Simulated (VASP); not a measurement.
Crystal: Se.

```xyz
1
Lattice="2.8106 0.0000 0.0000 0.0000 2.8106 0.0000 0.0000 0.0000 2.8106" Properties=species:S:1:pos:R:3 pbc="T T T"
Se    0.0000    0.0000    0.0000
```

```yaml
Program: VASP 6.6.1
Task: relaxation of cell and atoms
Functional: LDA
Potentials_or_basis: VASP PAW LDA potentials, release 64 (Se)
Cutoff: 600 eV
k_mesh: 9 × 9 × 9
Occupations: fermi-dirac, width 0.05 eV
Spin: no spin polarisation
```

At the start: pressure -3.0 GPa; volume 22.20 Å³/atom.

Problem. Where does the relaxation end?

Solution. Over 3 steps the energy falls by 7.9 meV/atom and the volume is 21.37 Å³/atom (-3.7 %); space group Pm-3m (No. 221, to 0.05 Å).

Step by step:
| step | energy change (eV) | largest force (eV/Å) | pressure (GPa) | volume (Å³) |
| --- | --- | --- | --- | --- |
| 1 | 0.0000 | 0.0000 | -2.95 | 22.20 |
| 2 | -0.0053 | 0.0000 | 1.89 | 20.91 |
| 3 | -0.0079 | 0.0000 | -0.01 | 21.37 |

Final structure:
```cif
data_structure
_symmetry_space_group_name_H-M 'P 1'
_symmetry_Int_Tables_number 1
_cell_length_a 2.7751
_cell_length_b 2.7751
_cell_length_c 2.7751
_cell_angle_alpha 90.000
_cell_angle_beta 90.000
_cell_angle_gamma 90.000
_cell_volume 21.37
loop_
_atom_site_label
_atom_site_type_symbol
_atom_site_fract_x
_atom_site_fract_y
_atom_site_fract_z
_atom_site_occupancy
Se1 Se 0.00000 0.00000 0.00000 1
```
